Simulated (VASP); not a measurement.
Write the native input for VASP 6.6.1 that does the following.

- Task: electric field gradients
- Functional: LDA
- Potentials or basis: VASP PAW LDA potentials, release 64 (Rb_sv, Br)
- Cutoff: 520 eV
- k mesh: 6 × 6 × 6
- Occupations: fermi-dirac, width 0.03 eV
- Spin: no spin polarisation
- Dipole correction: no
- Further INCAR settings: ALGO = Normal; EDIFF = 1e-08; NBANDS = 15

The structure of RbBr lies in POSCAR:

```
RbBr
1.0
    0.0000000000      3.4901699152      3.4901699152
    3.4901699152      0.0000000000      3.4901699152
    3.4901699152      3.4901699152      0.0000000000
Rb Br
1 1
Direct
    0.0000000000      0.0000000000      0.0000000000
    0.5000000000      0.5000000000      0.5000000000
```

The input as run:

INCAR

```
SYSTEM = RbBr
  PREC = Accurate
  ENCUT = 520
  EDIFF = 1E-8
  ISMEAR = -1
  SIGMA = 0.03
  LREAL = .False.
  LASPH = .True.
  NELM = 80
  ALGO = Normal
  ISIF = 2
  LWAVE = .False.
  LCHARG = .False.
  GGA = CA
  LEFG = .True.
  NBANDS = 15
```

KPOINTS

```
Automatic mesh
0
Gamma
  6 6 6
  0 0 0
```

Potentials or basis: VASP PAW LDA potentials, release 64 (Rb_sv, Br).

The run is started by

```sh
$ cat potpaw_LDA.64/Rb_sv/POTCAR potpaw_LDA.64/Br/POTCAR > POTCAR
$ mpirun -np 1 vasp_std > vasp.out
```

It gave:

```json
{"Pressure": "-1.7 GPa", "Band gap on the k mesh": "3.83 eV", "Largest electric field gradient by atom": "zero within the noise of the run"}
```

Run time: 72 s on 1 thread of Intel Xeon 8259CL, with other jobs on the host, peak memory 0.2 GiB.
